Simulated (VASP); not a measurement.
# Ni (P6_3/mmc) in VASP: a series of runs

Aim: see how the results for Ni move with the level of theory and the settings. Levels: PBE, PBEsol, r2SCAN. Tasks: single point.

Program: VASP 6.6.1. These are calculated values, not measurements. Logs are shortened: lines on timing, memory, paths and dates and some standing lists are left out, and cuts for length are marked.

## 1. The cell of the first run

Symmetry: P6_3/mmc, No. 194, hexagonal system. The conventional cell has a = 2.448 Å, b = 2.448 Å, c = 4.073 Å, α = 90.00°, β = 90.00°, γ = 120.00°. Within 3.2 Å of Ni (site symmetry -6m2) lie 12 Ni at 2.45 to 2.48 Å.

## 2. Single point, PBE, collinear spin, ferromagnetic start

The input, INCAR:

```
PREC = Accurate
ENCUT = 520
EDIFF = 1E-7
ISMEAR = 0
SIGMA = 0.022
LREAL = F
LASPH = T
NELM = 150
ALGO = Normal
ISIF = 2
LWAVE = F
LCHARG = F
ISPIN = 2
MAGMOM = 1 1
LORBIT = 11
LMAXMIX = 4
GGA = PE
NBANDS = 21
```

The input, KPOINTS:

```
Automatic mesh
0
Gamma
  12 12 7
```

The input, POSCAR:

```
Ni
1.0
    2.4480228978      0.0000000000      0.0000000000
   -1.2240114489      2.1200500186      0.0000000000
    0.0000000000      0.0000000000      4.0728075700
Ni
2
Direct
    0.6666666667      0.3333333333      0.7500000000
    0.3333333333      0.6666666667      0.2500000000
```

Potentials or basis: VASP PAW PBE potentials, release 64 (Ni).

Launch:

```bash
cat potpaw_PBE.64/Ni/POTCAR > POTCAR
mpirun -np 1 vasp_std > vasp.out
```

OUTCAR:

```text
PREC = Accurate
   ENCUT = 520
   EDIFF = 1E-7
   ISMEAR = 0
   LREAL = F
   LASPH = T
   NELM = 150
   ISIF = 2
   ISPIN = 2
   LORBIT = 11
   GGA = PE

 ion  position               nearest neighbor table
   1  0.667  0.333  0.750-   2 2.48   2 2.48   2 2.48   2 2.48   2 2.48   2 2.48
   2  0.333  0.667  0.250-   1 2.48   1 2.48   1 2.48   1 2.48   1 2.48   1 2.48

  LATTYP: Found a hexagonal cell.
 ALAT       =     2.4480228978
 C/A-ratio  =     1.6637130207

  Lattice vectors:

 A1 = (   2.4480228978,   0.0000000000,   0.0000000000)
 A2 = (  -1.2240114489,   2.1200500186,   0.0000000000)
 A3 = (   0.0000000000,   0.0000000000,   4.0728075700)

Analysis of symmetry for initial positions (statically):
=====================================================================
 Subroutine PRICEL returns:
 Original cell was already a primitive cell.

 Routine SETGRP: Setting up the symmetry group for a
 hexagonal supercell.

 Subroutine GETGRP returns: Found 24 space group operations
 (whereof 12 operations were pure point group operations)
 out of a pool of 24 trial point group operations.

The static configuration has the point symmetry D_3d.
 The point group associated with its full space group is D_6h.

Analysis of symmetry for dynamics (positions and initial velocities):
=====================================================================
 Subroutine PRICEL returns:
 Original cell was already a primitive cell.

 Routine SETGRP: Setting up the symmetry group for a
 hexagonal supercell.

 Subroutine GETGRP returns: Found 24 space group operations
 (whereof 12 operations were pure point group operations)
 out of a pool of 24 trial point group operations.

The dynamic configuration has the point symmetry D_3d.
 The point group associated with its full space group is D_6h.

Analysis of structural, dynamic, and magnetic symmetry:
=====================================================================
 Subroutine PRICEL returns:
 Original cell was already a primitive cell.

 Routine SETGRP: Setting up the symmetry group for a
 hexagonal supercell.

 Subroutine GETGRP returns: Found 24 space group operations
 (whereof 12 operations were pure point group operations)
 out of a pool of 24 trial point group operations.

The overall configuration has the point symmetry D_3d.
 The point group associated with its full space group is D_6h.

 Subroutine INISYM returns: Found 24 space group operations
 (whereof 12 operations are pure point group operations),
 and found     1 'primitive' translations

----------------------------------------------------------------------------------------

                                     Primitive cell

  volume of cell :      21.1376

  direct lattice vectors                    reciprocal lattice vectors
     2.448022898  0.000000000  0.000000000     0.408492911  0.235843492  0.000000000
    -1.224011449  2.120050019  0.000000000     0.000000000  0.471686984  0.000000000
     0.000000000  0.000000000  4.072807570     0.000000000  0.000000000  0.245530873

  length of vectors
     2.448022898  2.448022898  4.072807570     0.471686984  0.471686984  0.245530873

  position of ions in fractional coordinates (direct lattice)
     0.666666667  0.333333333  0.750000000
     0.333333333  0.666666667  0.250000000

  ion indices of the primitive-cell ions
   primitive index   ion index
                 1           1
                 2           2

----------------------------------------------------------------------------------------

 KPOINTS: Automatic mesh

Automatic generation of k-mesh.
 Grid dimensions read from file:
 generate k-points for:   12   12    7

 Generating k-lattice:

  Cartesian coordinates                     Fractional coordinates (reciprocal lattice)
     0.034041076  0.019653624  0.000000000     0.083333333 -0.000000000  0.000000000
     0.000000000  0.039307249  0.000000000     0.000000000  0.083333333  0.000000000
     0.000000000  0.000000000  0.035075839     0.000000000  0.000000000  0.142857143

  Length of vectors
     0.039307249  0.039307249  0.035075839

  Shift w.r.t. Gamma in fractional coordinates (k-lattice)
     0.000000000  0.000000000  0.000000000

 Subroutine IBZKPT returns following result:
 ===========================================

 Found     76 irreducible k-points:

 Following reciprocal coordinates:
            Coordinates               Weight
  0.000000  0.000000  0.000000      1.000000
  0.083333  0.000000  0.000000      6.000000
  0.166667 -0.000000  0.000000      6.000000
  0.250000 -0.000000  0.000000      6.000000
  0.333333  0.000000  0.000000      6.000000
  0.416667 -0.000000  0.000000      6.000000
[... 16 lines left out ...]
  0.250000 -0.000000  0.142857     12.000000
  0.333333  0.000000  0.142857     12.000000
 [... further k-points ...]
   k-points           NKPTS =     76   k-points in BZ     NKDIM =     76   number of bands    NBANDS=     21
   number of dos      NEDOS =    301   number of ions     NIONS =      2
   total plane-waves  NPLWV =   9720
   dimension x,y,z NGX =    18 NGY =   18 NGZ =   30
   dimension x,y,z NGXF=    36 NGYF=   36 NGZF=   60
   ions per type =               2
   NGX,Y,Z   is equivalent  to a cutoff of  12.22, 12.22, 12.25 a.u.
   NGXF,Y,Z  is equivalent  to a cutoff of  24.45, 24.45, 24.49 a.u.
 SYSTEM =  unknown system
   PREC   = accura    normal or accurate (medium, high low for compatibility)
   ISTART =      0    job   : 0-new  1-cont  2-samecut
   ICHARG =      2    charge: 1-file 2-atom 10-const
   ISPIN  =      2    spin polarized calculation?
   LNONCOLLINEAR =      F non collinear calculations
   LSORBIT =      F    spin-orbit coupling
   LASPH  =      T    aspherical Exc in radial PAW
   ENCUT  =  520.0 eV  38.22 Ry    6.18 a.u.   4.55  4.55  7.57*2*pi/ulx,y,z
   NELM   =    150;   NELMIN=  2; NELMDL= -5     # of ELM steps
   EDIFF  = 0.1E-06   stopping-criterion for ELM
   LREAL  =      F    real-space projection
   EDIFFG = 0.1E-05   stopping-criterion for IOM
   NSW    =      0    number of steps for IOM
   IBRION =     -1    ionic relax: 0-MD 1-quasi-New 2-CG
   NFREE  =      0    steps in history (QN), initial steepest desc. (CG)
   ISIF   =      2    stress and relaxation
   ISYM   =      2    0-nonsym 1-usesym 2-fastsym
   POTIM  = 0.5000    time-step for ionic-motion
   TEBEG  =    0.0;   TEEND  =   0.0 temperature during run
   PSTRESS=    0.0 pullay stress
   NELECT =      20.0000    total number of electrons
   NUPDOWN=      -1.0000    fix difference up-down
   EMIN   =  10.00;   EMAX   =-10.00  energy-range for DOS
   EFERMI =   0.00;   METHOD = LEGACY
   ISMEAR =     0;   SIGMA  =   0.02  broadening in eV -4-tet -1-fermi 0-gaus
   EFERMI_NEDOS =   21; number of points for ismear=-14 and -15
   IALGO  =     38    algorithm
   IMIX   =      4    mixing-type and parameters
     AMIX     =   0.40;   BMIX     =  1.00
     AMIX_MAG =   1.60;   BMIX_MAG =  1.00
  volume/ion in A,a.u.               =      10.57        71.32
  Fermi-wavevector in a.u.,A,eV,Ry     =   1.607187  3.037143 35.144518  2.583049
  Thomas-Fermi vector in A             =   2.703255
   LORBIT       =     11    0 simple, 1 ext, 2 COOP (PROOUT), +10 PAW based schemes
   GGA     = PE    functional components
   LHFCALC =     F    Hartree Fock is set to
   AEXX    =    0.0000 exact exchange contribution
   IVDW    =     0    specifies the selected vdW correction
   LEPSILON=     F    determine dielectric tensor
   LRPA    =     F    only Hartree local field effects (RPA)
 spin polarized calculation
 Gauss-broadening in eV      SIGMA  =   0.02
  energy-cutoff  :      520.00
  volume of cell :       21.14
 maximum number of plane-waves:       586
   NGX =  9   NGY =  9   NGZ = 15

 number of electron      19.9999995 magnetization       1.2683455

 Free energy of the ion-electron system (eV)
  ---------------------------------------------------
  ext. energy  EPLUGINS =         0.00000000
  ---------------------------------------------------
  free energy    TOTEN  =       -10.86780929 eV

  energy without entropy =      -10.86666204  energy(sigma->0) =      -10.86723566

 E-fermi :   9.8219     XC(G=0): -13.4263

 val. band max:        9.8216144040   @ k =   0.3333   0.0833   0.1429
 cond. band min:       9.8228306431   @ k =   0.5000  -0.0000   0.4286
 fundamental gap:      0.0012162391
 Fermi energy:         9.8219419243

 spin component 1

 k-point     1 :       0.0000    0.0000    0.0000
  band No.  band energies     occupation
      1       0.5768      1.00000
      2       4.7772      1.00000
      3       7.2172      1.00000
      4       7.3841      1.00000
      5       7.3841      1.00000
      6       7.6474      1.00000
[... 13 lines left out ...]
     20      36.5502      0.00000
     21      40.4673      0.00000

 k-point     2 :       0.0833    0.0000    0.0000
  band No.  band energies     occupation
      1       0.8263      1.00000
      2       4.9327      1.00000
      3       7.1140      1.00000
      4       7.4571      1.00000
      5       7.4935      1.00000
      6       7.5942      1.00000
[... 13 lines left out ...]
     20      39.0249      0.00000
     21      39.5387      0.00000

 k-point     3 :       0.1667   -0.0000    0.0000
  band No.  band energies     occupation
      1       1.5518      1.00000
      2       5.3234      1.00000
      3       6.8894      1.00000
      4       7.1135      1.00000
      5       7.3969      1.00000
      6       7.7299      1.00000
[... 13 lines left out ...]
     20      38.7640      0.00000
     21      39.1358      0.00000
[... 457 lines left out ...]
 k-point    23 :       0.2500   -0.0000    0.1429
  band No.  band energies     occupation
      1       2.8279      1.00000
      2       5.6576      1.00000
      3       6.3293      1.00000
      4       6.7856      1.00000
      5       7.1898      1.00000
      6       7.7514      1.00000
[... 13 lines left out ...]
     20      36.2755      0.00000
     21      37.2363      0.00000

 k-point    24 :       0.3333    0.0000    0.1429
  band No.  band energies     occupation
      1       4.0317      1.00000
      2       5.6174      1.00000
      3       5.9841      1.00000
      4       6.7310      1.00000
      5       7.3502      1.00000
      6       7.6302      1.00000
[... 13 lines left out ...]
     20      34.8860      0.00000
     21      37.9676      0.00000

 [... further k-points ...]

 spin component 2

 k-point     1 :       0.0000    0.0000    0.0000
  band No.  band energies     occupation
      1       0.5492      1.00000
      2       5.1941      1.00000
      3       7.9544      1.00000
      4       8.0766      1.00000
      5       8.0766      1.00000
      6       8.3588      1.00000
[... 13 lines left out ...]
     20      36.6363      0.00000
     21      40.5571      0.00000

 k-point     2 :       0.0833    0.0000    0.0000
  band No.  band energies     occupation
      1       0.7990      1.00000
      2       5.3602      1.00000
      3       7.8128      1.00000
      4       8.1795      1.00000
      5       8.1907      1.00000
      6       8.3007      1.00000
[... 13 lines left out ...]
     20      39.1069      0.00000
     21      39.6208      0.00000

 k-point     3 :       0.1667   -0.0000    0.0000
  band No.  band energies     occupation
      1       1.5274      1.00000
      2       5.7841      1.00000
      3       7.4957      1.00000
      4       7.5472      1.00000
      5       8.0883      1.00000
      6       8.4699      1.00000
[... 13 lines left out ...]
     20      38.7867      0.00000
     21      39.2122      0.00000
[... 457 lines left out ...]
 k-point    23 :       0.2500   -0.0000    0.1429
  band No.  band energies     occupation
      1       2.8233      1.00000
      2       6.1160      1.00000
      3       6.7624      1.00000
      4       7.3784      1.00000
      5       7.8616      1.00000
      6       8.3531      1.00000
[... 13 lines left out ...]
     20      36.3655      0.00000
     21      37.3040      0.00000

 k-point    24 :       0.3333    0.0000    0.1429
  band No.  band energies     occupation
      1       4.1080      1.00000
      2       6.1122      1.00000
      3       6.4421      1.00000
      4       7.2782      1.00000
      5       8.0027      1.00000
      6       8.2478      1.00000
[... 13 lines left out ...]
     20      34.9807      0.00000
     21      38.0253      0.00000

 [... further k-points ...]

------------------------ aborting loop because EDIFF is reached ----------------------------------------

  FORCE on cell =-STRESS in cart. coord.  units (eV):
  Direction    XX          YY          ZZ          XY          YZ          ZX
  --------------------------------------------------------------------------------------
  -------------------------------------------------------------------------------------
  Total        1.0608500      1.0608500      0.6011044      0.0000000      0.0000000      0.0000000
  in kB       80.4098213     80.4098213     45.5622350      0.0000000      0.0000000      0.0000000
  external PRESSURE =      68.7939592 kB  Pullay stress =       0.0000000 kB

 VOLUME and BASIS-vectors are now :
 -----------------------------------------------------------------------------
  energy-cutoff  :      520.00
  volume of cell :       21.14
      direct lattice vectors                 reciprocal lattice vectors
     2.448022898  0.000000000  0.000000000     0.408492911  0.235843492  0.000000000
    -1.224011449  2.120050019  0.000000000     0.000000000  0.471686984  0.000000000
     0.000000000  0.000000000  4.072807570     0.000000000  0.000000000  0.245530873

 POSITION                                       TOTAL-FORCE (eV/Angst)
 -----------------------------------------------------------------------------------
      1.22401      0.70668      3.05461        -0.000000     -0.000000      0.000000
     -0.00000      1.41337      1.01820         0.000000      0.000000      0.000000
 -----------------------------------------------------------------------------------
    total drift:                               -0.000000      0.000000     -0.000000

  FREE ENERGIE OF THE ION-ELECTRON SYSTEM (eV)
  ---------------------------------------------------
  free  energy   TOTEN  =       -10.8678092885 eV

  energy  without entropy=      -10.8666620387  energy(sigma->0) =      -10.86723566

 total charge

# of ion       s       p       d       tot
------------------------------------------
    1        0.509   0.524   8.331   9.364
    2        0.509   0.524   8.331   9.364
--------------------------------------------------
tot          1.019   1.048  16.662  18.728

 magnetization (x)

# of ion       s       p       d       tot
------------------------------------------
    1       -0.005  -0.025   0.673   0.643
    2       -0.005  -0.025   0.673   0.643
--------------------------------------------------
tot         -0.009  -0.050   1.345   1.286
```

Wall time 28 s (1 thread of Intel Xeon 6975P-C (Granite Rapids), shared host); peak memory 0.17 GiB.

What came out:

- Free energy: -10.8678 eV
- Pressure: 6.9 GPa
- Net moment: 1.27 μB per cell
- Site moments: Ni +0.64 μB
- Valence electrons inside the program's atomic spheres: Ni 9.36

## 3. Single point, PBE, collinear spin, ferromagnetic start

The input, INCAR:

```
  PREC = Accurate
  ENCUT = 520
  EDIFF = 1E-6
  ISMEAR = 0
  SIGMA = 0.024
  LREAL = F
  LASPH = T
  NELM = 150
  ALGO = Normal
  ISIF = 2
  LWAVE = F
  LCHARG = T
  ISPIN = 2
  MAGMOM = 1 1
  LORBIT = 11
  LMAXMIX = 4
  GGA = PE
  LELF = T
  LVHAR = T
  NBANDS = 21
```

The input, KPOINTS:

```
regular mesh
0
Gamma
  12 12 7
```

POSCAR is that of step 2.

Potentials or basis: VASP PAW PBE potentials, release 64 (Ni).

Launch:

```bash
cat potpaw_PBE.64/Ni/POTCAR > POTCAR
mpirun -np 1 vasp_std > vasp.out
```

Wall time 27 s (1 thread of Intel Xeon 6975P-C (Granite Rapids), shared host); peak memory 0.16 GiB.

Results (log left out):

```yaml
Free_energy: -10.8679 eV
Pressure: 6.9 GPa
Net_moment: 1.27 μB per cell
Site_moments: Ni +0.64 μB
Valence_electrons_inside_the_program's_atomic_spheres: Ni 9.36
```

Stress tensor (GPa, compression positive):
```
8.04 0.00 0.00
0.00 8.04 0.00
0.00 0.00 4.54
```

Levels at points of the mesh, in eV from the Fermi level:
Spin up:
| k point | band 9 | band 10 | band 11 | band 12 | band 13 | band 14 |
| --- | --- | --- | --- | --- | --- | --- |
| (0.00, 0.00, 0.00) | -1.65 | -0.72 | -0.72 | -0.57 | 5.57 | 23.05 |
| (0.50, 0.00, 0.00) | -0.56 | -0.49 | 1.20 | 3.16 | 9.41 | 9.97 |
Spin down:
```tsv
k point	band 7	band 8	band 9	band 10	band 11	band 12	band 13	band 14
(0.00, 0.00, 0.00)	-1.46	-1.00	-1.00	-0.62	-0.03	-0.03	6.01	22.92
(0.50, 0.00, 0.00)	-1.46	0.14	0.18	0.30	1.69	3.55	9.52	10.09
```

## 4. Single point, PBEsol, collinear spin, ferromagnetic start

The input, INCAR:

```
SYSTEM = Ni
PREC     = Accurate       ! precision mode
ENCUT    = 590            ! plane-wave cutoff, eV
EDIFF    = 1E-6           ! SCF threshold, eV
ISMEAR   = -1             ! smearing method
SIGMA    = 0.05           ! smearing width, eV
LREAL    = .FALSE.        ! projectors in reciprocal space
LASPH    = .TRUE.         ! aspherical terms in the spheres
NELM     = 200            ! most SCF steps
ALGO     = Normal         ! electronic algorithm
ISIF     = 2              ! what is computed and relaxed
LWAVE    = .FALSE.        ! write WAVECAR
LCHARG   = .TRUE.         ! write CHGCAR
ISPIN    = 2              ! spin polarisation
MAGMOM   = 0.25 0.25      ! initial moments
LORBIT   = 11             ! projections on sites
NUPDOWN  = 0.5            ! fixed moment
LMAXMIX  = 4              ! l up to which the mixer works
GGA      = PS             ! functional
LELF     = .TRUE.         ! ELF
LVHAR    = .TRUE.       
NBANDS   = 29             ! bands
GGA_COMPAT= .FALSE.
```

The input, KPOINTS:

```
Automatic mesh
0
G
  10 10 6
  0 0 0
```

POSCAR is that of step 3.

Potentials or basis: VASP PAW PBE potentials, release 64 (Ni_sv_GW).

Launch:

```bash
cat potpaw_PBE.64/Ni_sv_GW/POTCAR > POTCAR
mpirun -np 1 vasp_std > vasp.out
```

It took 44 s on 1 thread of AMD EPYC 9R45 (Zen 5), shared host; peak memory 0.17 GiB.

It converged, with:

```yaml
Free_energy: -14.0258 eV
Pressure: -7.4 GPa
Net_moment: 0.50 μB per cell
Site_moments: Ni +0.27 μB
Valence_electrons_inside_the_program's_atomic_spheres: Ni 16.39
```

Stress tensor (GPa, compression positive):
```
-6.73  0.00  0.00
 0.00 -6.73  0.00
 0.00  0.00 -8.84
```

Caveat: the PAW data sets were made with another functional, which shifts forces and pressure a little; the total moment is fixed, so each spin has its own Fermi level.

[end of part 1 of 2]
